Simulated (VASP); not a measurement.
# CO2 (Pa-3) in VASP: further runs

The runs below take CO2 through single point, with PBE+D3(BJ).

Everything below comes from runs of VASP 6.6.1. Logs are shortened: lines on timing, memory, paths and dates and some standing lists are left out, and cuts for length are marked.

### Step 1. The cell of the first run

It takes space group Pa-3 (No. 205, cubic). Conventional cell: a = 5.711 Å, b = 5.711 Å, c = 5.711 Å, α = 90.00°, β = 90.00°, γ = 90.00°. Within 1.6 Å of C (site symmetry -3) lie 2 O at 1.17 Å. O (site symmetry 3) has 1 C at 1.17 Å within 1.6 Å.

### Step 2. Single point, PBE+D3(BJ)

INCAR

```
  PREC = Accurate
  ENCUT = 910
  EDIFF = 1E-6
  ISMEAR = 0
  SIGMA = 0.1
  LREAL = F
  LASPH = T
  NELM = 120
  ALGO = Normal
  ISIF = 2
  LWAVE = F
  LCHARG = T
  GGA = PE
  IVDW = 12
  LELF = T
  LVHAR = T
  NBANDS = 44
  GGA_COMPAT = F
```

KPOINTS

```
Automatic mesh
0
Gamma
  4 4 4
```

POSCAR

```
CO2
1.0
    5.7111048815      0.0000000000      0.0000000000
    0.0000000000      5.7111048815      0.0000000000
    0.0000000000      0.0000000000      5.7111048815
C O
4 8
Direct
    0.0000000000      0.0000000000      0.0000000000
    0.5000000000      0.0000000000      0.5000000000
    0.5000000000      0.5000000000      0.0000000000
    0.0000000000      0.5000000000      0.5000000000
    0.1182393802      0.1182393802      0.1182393802
    0.3817606198      0.8817606198      0.6182393802
    0.6182393802      0.3817606198      0.8817606198
    0.8817606198      0.6182393802      0.3817606198
    0.8817606198      0.8817606198      0.8817606198
    0.6182393802      0.1182393802      0.3817606198
    0.3817606198      0.6182393802      0.1182393802
    0.1182393802      0.3817606198      0.6182393802
```

Potentials or basis: VASP PAW PBE potentials, release 64 (C_h, O_h).

Command:

```console
cat potpaw_PBE.64/C_h/POTCAR potpaw_PBE.64/O_h/POTCAR > POTCAR
mpirun -np 1 vasp_std > vasp.out
```

OUTCAR:

```text
PREC = Accurate
   ENCUT = 910
   EDIFF = 1E-6
   ISMEAR = 0
   LREAL = F
   LASPH = T
   NELM = 120
   ISIF = 2
   GGA = PE
   IVDW = 12
 IVDW          = 12

 ion  position               nearest neighbor table
   1  0.000  0.000  0.000-   5 1.17   9 1.17
   2  0.500  0.000  0.500-   6 1.17  10 1.17
   3  0.500  0.500  0.000-   7 1.17  11 1.17
   4  0.000  0.500  0.500-   8 1.17  12 1.17
   5  0.118  0.118  0.118-   1 1.17
   6  0.382  0.882  0.618-   2 1.17
   7  0.618  0.382  0.882-   3 1.17
   8  0.882  0.618  0.382-   4 1.17
   9  0.882  0.882  0.882-   1 1.17
  10  0.618  0.118  0.382-   2 1.17
  11  0.382  0.618  0.118-   3 1.17
  12  0.118  0.382  0.618-   4 1.17

  LATTYP: Found a simple cubic cell.
 ALAT       =     5.7111048815

  Lattice vectors:

 A1 = (   5.7111048815,   0.0000000000,   0.0000000000)
 A2 = (   0.0000000000,   5.7111048815,   0.0000000000)
 A3 = (   0.0000000000,   0.0000000000,   5.7111048815)

Analysis of symmetry for initial positions (statically):
=====================================================================
 Subroutine PRICEL returns:
 Original cell was already a primitive cell.

 Routine SETGRP: Setting up the symmetry group for a
 simple cubic supercell.

 Subroutine GETGRP returns: Found 24 space group operations
 (whereof  6 operations were pure point group operations)
 out of a pool of 48 trial point group operations.

The static configuration has the point symmetry S_6 .
 The point group associated with its full space group is T_h .

Analysis of symmetry for dynamics (positions and initial velocities):
=====================================================================
 Subroutine PRICEL returns:
 Original cell was already a primitive cell.

 Routine SETGRP: Setting up the symmetry group for a
 simple cubic supercell.

 Subroutine GETGRP returns: Found 24 space group operations
 (whereof  6 operations were pure point group operations)
 out of a pool of 48 trial point group operations.

The dynamic configuration has the point symmetry S_6 .
[... 109 lines left out ...]
   NSW    =      0    number of steps for IOM
   IBRION =     -1    ionic relax: 0-MD 1-quasi-New 2-CG
   NFREE  =      0    steps in history (QN), initial steepest desc. (CG)
   ISIF   =      2    stress and relaxation
   ISYM   =      2    0-nonsym 1-usesym 2-fastsym
   POTIM  = 0.5000    time-step for ionic-motion
   TEBEG  =    0.0;   TEEND  =   0.0 temperature during run
   PSTRESS=    0.0 pullay stress
   NELECT =      64.0000    total number of electrons
   NUPDOWN=      -1.0000    fix difference up-down
   EMIN   =  10.00;   EMAX   =-10.00  energy-range for DOS
   EFERMI =   0.00;   METHOD = LEGACY
   ISMEAR =     0;   SIGMA  =   0.10  broadening in eV -4-tet -1-fermi 0-gaus
   EFERMI_NEDOS =   21; number of points for ismear=-14 and -15
   IALGO  =     38    algorithm
   IMIX   =      4    mixing-type and parameters
     AMIX     =   0.40;   BMIX     =  1.00
     AMIX_MAG =   1.60;   BMIX_MAG =  1.00
  volume/ion in A,a.u.               =      15.52       104.76
  Fermi-wavevector in a.u.,A,eV,Ry     =   1.146607  2.166774 17.887691  1.314708
  Thomas-Fermi vector in A             =   2.283291
   LORBIT       =      0    0 simple, 1 ext, 2 COOP (PROOUT), +10 PAW based schemes
   GGA     = PE    functional components
   LHFCALC =     F    Hartree Fock is set to
   AEXX    =    0.0000 exact exchange contribution
   IVDW    =    12    specifies the selected vdW correction
   LEPSILON=     F    determine dielectric tensor
   LRPA    =     F    only Hartree local field effects (RPA)
 non-spin polarized calculation
 Gauss-broadening in eV      SIGMA  =   0.10
  energy-cutoff  :      910.00
  volume of cell :      186.28
 maximum number of plane-waves:     11656
   NGX = 29   NGY = 29   NGZ = 29

 number of electron      63.9999991 magnetization

 Free energy of the ion-electron system (eV)
  ---------------------------------------------------
  ext. energy  EPLUGINS =         0.00000000
  ---------------------------------------------------
  free energy    TOTEN  =       -93.24807249 eV

  energy without entropy =      -93.24807249  energy(sigma->0) =      -93.24807249

 E-fermi :  -2.9674     XC(G=0):  -7.6447

 val. band max:       -3.4500793001   @ k =   0.0000   0.0000   0.0000
 cond. band min:       3.2911982615   @ k =   0.0000   0.0000   0.0000
 fundamental gap:      6.7412775616
 Fermi energy:        -2.9673770349

 k-point     1 :       0.0000    0.0000    0.0000
  band No.  band energies     occupation
      1     -23.8834      2.00000
      2     -23.7086      2.00000
      3     -23.7086      2.00000
      4     -23.7086      2.00000
      5     -22.7707      2.00000
      6     -22.7707      2.00000
[... 506 lines left out ...]
     43       6.1272      0.00000
     44       6.1272      0.00000

------------------------ aborting loop because EDIFF is reached ----------------------------------------

 Edisp (eV)   -0.78910

 E8    (eV) :    -0.2007

  FORCE on cell =-STRESS in cart. coord.  units (eV):
  Direction    XX          YY          ZZ          XY          YZ          ZX
  --------------------------------------------------------------------------------------
  -------------------------------------------------------------------------------------
  Total      -0.63179    -0.63179    -0.63179    -0.00000     0.00000     0.00000
  in kB      -5.43404    -5.43404    -5.43404    -0.00000     0.00000     0.00000
  external pressure =       -5.43 kB  Pullay stress =        0.00 kB

 VOLUME and BASIS-vectors are now :
 -----------------------------------------------------------------------------
  energy-cutoff  :      910.00
  volume of cell :      186.28
      direct lattice vectors                 reciprocal lattice vectors
     5.711104881  0.000000000  0.000000000     0.175097467  0.000000000  0.000000000
     0.000000000  5.711104881  0.000000000     0.000000000  0.175097467  0.000000000
     0.000000000  0.000000000  5.711104881     0.000000000  0.000000000  0.175097467

 POSITION                                       TOTAL-FORCE (eV/Angst)
 -----------------------------------------------------------------------------------
      0.00000      0.00000      0.00000        -0.000000      0.000000      0.000000
      2.85555      0.00000      2.85555        -0.000000      0.000000      0.000000
      2.85555      2.85555      0.00000        -0.000000      0.000000      0.000000
      0.00000      2.85555      2.85555        -0.000000      0.000000      0.000000
      0.67528      0.67528      0.67528        -0.035239     -0.035239     -0.035239
      2.18027      5.03583      3.53083         0.035239      0.035239     -0.035239
      3.53083      2.18027      5.03583        -0.035239      0.035239      0.035239
      5.03583      3.53083      2.18027         0.035239     -0.035239      0.035239
      5.03583      5.03583      5.03583         0.035239      0.035239      0.035239
      3.53083      0.67528      2.18027        -0.035239     -0.035239      0.035239
      2.18027      3.53083      0.67528         0.035239     -0.035239     -0.035239
      0.67528      2.18027      3.53083        -0.035239      0.035239     -0.035239
 -----------------------------------------------------------------------------------
    total drift:                               -0.000000      0.000000     -0.000000

  FREE ENERGIE OF THE ION-ELECTRON SYSTEM (eV)
  ---------------------------------------------------
  free  energy   TOTEN  =       -94.0371678635 eV

  energy  without entropy=      -94.0371678635  energy(sigma->0) =      -94.03716786
```

stdout:

```text
POSCAR found type information on POSCAR C O
 POSCAR found :  2 types and      12 ions
 scaLAPACK will be used
 LDA part: xc-table for (Slater+PW92), standard interpolation
 POSCAR, INCAR and KPOINTS ok, starting setup
 FFT: planning ... GRIDC
 FFT: planning ... GRID_SOFT
 FFT: planning ... GRID
 WAVECAR not read
 entering main loop
```

It took 3.5 min on 1 thread of Intel Xeon Platinum 8259CL at 2.50GHz (Skylake/Cascade Lake), shared host; peak memory 0.5 GiB.

What came out:

```
Free energy                : -94.0372 eV
Pressure                   : -0.5 GPa
Largest force              : 0.061 eV/Å
Band gap on the k mesh     : 6.74 eV
Dispersion energy per atom : -0.066 eV
```

Forces on the atoms (eV/Å):
```
C    0.000  0.000  0.000
C    0.000  0.000  0.000
C    0.000  0.000  0.000
C    0.000  0.000  0.000
O   -0.035 -0.035 -0.035
O    0.035  0.035 -0.035
O   -0.035  0.035  0.035
O    0.035 -0.035  0.035
O    0.035  0.035  0.035
O   -0.035 -0.035  0.035
O    0.035 -0.035 -0.035
O   -0.035  0.035 -0.035
```

Caveat: the cutoff is under 1.25 times the usual one of these potentials, so pressure, stress and relaxed cells hold a basis-set (Pulay) error. A k mesh can miss the band edges.

### Step 3. Single point, PBE+D3(BJ)

This run uses another cell than the first one, of 14.87 Å³/atom.

INCAR

```
  PREC = Accurate
  ENCUT = 910
  EDIFF = 1E-6
  ISMEAR = 0
  SIGMA = 0.1
  LREAL = False
  LASPH = True
  NELM = 120
  ALGO = Normal
  ISIF = 2
  LWAVE = False
  LCHARG = False
  GGA = PE
  IVDW = 12
  NBANDS = 44
  GGA_COMPAT = False
```

KPOINTS is that of step 2.

POSCAR

```
CO2
1.0
    5.6300000000      0.0000000000      0.0000000000
    0.0000000000      5.6300000000      0.0000000000
    0.0000000000      0.0000000000      5.6300000000
C O
4 8
Direct
    0.0000000000      0.0000000000      0.0000000000
    0.5000000000      0.0000000000      0.5000000000
    0.5000000000      0.5000000000      0.0000000000
    0.0000000000      0.5000000000      0.5000000000
    0.1080000000      0.1080000000      0.1080000000
    0.3920000000      0.8920000000      0.6080000000
    0.6080000000      0.3920000000      0.8920000000
    0.8920000000      0.6080000000      0.3920000000
    0.8920000000      0.8920000000      0.8920000000
    0.6080000000      0.1080000000      0.3920000000
    0.3920000000      0.6080000000      0.1080000000
    0.1080000000      0.3920000000      0.6080000000
```

Potentials or basis: VASP PAW PBE potentials, release 64 (C_h, O_h).

Command:

```console
cat potpaw_PBE.64/C_h/POTCAR potpaw_PBE.64/O_h/POTCAR > POTCAR
mpirun -np 1 vasp_std > vasp.out
```

Run time: 3 min. Hardware: 1 thread of AMD EPYC 7R43 (Zen 3), shared host; peak memory 0.45 GiB.

It converged, with:

```
Free energy                : -86.6833 eV
Pressure                   : 45.0 GPa
Largest force              : 18.159 eV/Å
Band gap on the k mesh     : 7.64 eV
Dispersion energy per atom : -0.069 eV
```

Forces in eV/Å, atoms in the order of the input:
```
C     0.000   0.000   0.000
C     0.000   0.000   0.000
C     0.000   0.000   0.000
C     0.000   0.000   0.000
O    10.484  10.484  10.484
O   -10.484 -10.484  10.484
O    10.484 -10.484 -10.484
O   -10.484  10.484 -10.484
O   -10.484 -10.484 -10.484
O    10.484  10.484 -10.484
O   -10.484  10.484  10.484
O    10.484 -10.484  10.484
```

Levels at points of the mesh, in eV from the valence-band top:
```tsv
k point	band 30	band 31	band 32	band 33	band 34	band 35
(0.00, 0.00, 0.00)	-0.15	0.00	0.00	7.64	10.46	10.46
(0.50, 0.00, 0.00)	-0.24	-0.06	-0.06	9.01	9.01	10.19
(0.50, 0.50, 0.00)	-0.23	-0.23	-0.23	9.82	9.82	9.82
(0.50, 0.50, 0.50)	-0.24	-0.24	-0.24	10.40	10.40	10.40
```

Caveat: the cutoff is under 1.25 times the usual one of these potentials, so pressure, stress and relaxed cells hold a basis-set (Pulay) error; the cell stands under pressure; forces of over 1 eV/Å act on the atoms, so gaps and moduli don't describe the material at rest.
